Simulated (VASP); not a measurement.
A run of VASP 6.6.1 is set up as follows.

The input POSCAR:

```
RuCl2
1.0
    1.8150528700      3.1437623500      0.0000000000
   -1.8150528700      3.1437623500      0.0000000000
    0.0000000000      0.0000000000      5.8071553600
Ru Cl
1 2
Direct
    0.0000000000      0.0000000000      0.0000000000
    0.3333300000      0.3333400000      0.2390000000
    0.6666700000      0.6666600000      0.7610000000
```

Contents of INCAR.step1:

```
SYSTEM = RuCl2
PREC = Accurate
ENCUT = 520
ISMEAR = -1
SIGMA = 0.1
LREAL = .FALSE.
LASPH = .TRUE.
NELM = 100
NBANDS = 21
ISYM = 0
GGA = PE
ALGO = Normal
EDIFF = 1E-4
LWAVE = .TRUE.
LCHARG = .FALSE.
```

File INCAR.step2:

```
SYSTEM = RuCl2
PREC = Accurate
ENCUT = 520
EDIFF = 1E-6
ISMEAR = -1
SIGMA = 0.1
LREAL = .FALSE.
LASPH = .TRUE.
NELM = 100
ALGO = Normal
ISIF = 2
LWAVE = .FALSE.
LCHARG = .FALSE.
METAGGA = R2SCAN
LMIXTAU = .TRUE.
NBANDS = 21
ISYM = 0
ISTART = 1
```

Contents of KPOINTS:

```
Automatic mesh
0
G
  6 6 3
  0 0 0
```

Potentials or basis: VASP PAW PBE potentials, release 64 (Ru_pv, Cl).

Run with:

```console
$ cat potpaw_PBE.64/Ru_pv/POTCAR potpaw_PBE.64/Cl/POTCAR > POTCAR
$ cp INCAR.step1 INCAR
$ mpirun -np 1 vasp_std > vasp.out
$ cp INCAR.step2 INCAR
$ mpirun -np 1 vasp_std > vasp.out
```

Problem. What does it give for the largest force?

Solution. 1.298 eV/Å.

Problem. What does it give for the pressure?

Solution. -7.7 GPa.

Problem. Estimate the band gap on the k mesh.

Solution. 1.40 eV, indirect (least direct gap 1.53 eV).

Forces on the atoms (eV/Å):
```
Ru   0.000  0.000  0.000
Cl   0.000  0.000 -1.298
Cl   0.000  0.000  1.298
```

Caveat: the PAW data sets were made with another functional, which shifts forces and pressure a little. A k mesh can miss the band edges.
